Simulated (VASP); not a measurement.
Here is a VASP 6.6.1 calculation.

File INCAR:

```
ALGO = Normal ; EDIFF = 1E-6
ENCUT = 520 ; GGA = PS
ISIF = 2 ; ISMEAR = 0
LASPH = True ; LCHARG = False
LREAL = False ; LWAVE = False
NBANDS = 26 ; NELM = 80
PREC = Accurate ; SIGMA = 0.1
```

File KPOINTS:

```
k-points
0
Gamma
  12 12 6
```

The input POSCAR:

```
TiO
1.0
    2.8516080131      0.0000000000      0.0000000000
   -1.4258040066      2.4695649810      0.0000000000
    0.0000000000      0.0000000000      5.5675030000
Ti O
2 2
Direct
    0.3333333333      0.6666666667      0.2500000000
    0.6666666667      0.3333333333      0.7500000000
    0.0000000000      0.0000000000      0.0000000000
    0.0000000000      0.0000000000      0.5000000000
```

Potentials or basis: VASP PAW PBE potentials, release 64 (Ti_sv, O).

Launch:

```console
$ cat potpaw_PBE.64/Ti_sv/POTCAR potpaw_PBE.64/O/POTCAR > POTCAR
$ mpirun -np 1 vasp_std > vasp.out
```

Estimate the band gap on the k mesh.

zero (band 18 reaches 11.20 eV, above the bottom of band 19 at 10.99 eV).

Estimate the pressure.

-9.4 GPa.

Stress tensor (GPa, compression positive):
```
 -8.42   0.00   0.00
  0.00  -8.42   0.00
  0.00   0.00 -11.21
```

Caveat: the PAW data sets were made with another functional, which shifts forces and pressure a little; semilocal functionals often make such compounds metallic where correlation or magnetic order opens a gap, which also shifts bond lengths.
